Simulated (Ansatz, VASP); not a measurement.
**SrO in VASP and in Ansatz**

```xyz
2
Lattice="0.0000 2.6482 2.6482 2.6482 0.0000 2.6482 2.6482 2.6482 0.0000" Properties=species:S:1:pos:R:3 pbc="T T T"
Sr    0.0000    0.0000    0.0000
O     2.6482    2.6482    2.6482
```

Alike in both runs: task single point; functional PBE; k mesh 8 × 8 × 8; no spin polarisation.

|  | VASP | Ansatz |
| --- | --- | --- |
| version | VASP 6.6.1 | Ansatz 0.2.0 |
| potentials or method | VASP PAW PBE potentials, release 64 (Sr_sv, O) | plane waves, PAW |
| plane-wave cutoff (eV) | 520 | 420 |
| occupations | gaussian, width 0.01 eV | fixed |
| valence electrons in the cell | 16 | 16 |

```csv
,VASP,Ansatz,Ansatz less VASP
gap on the k mesh at the Fermi level (eV),3.30,3.34,+0.040
pressure (GPa),-3.9,-4.3,-0.38
```
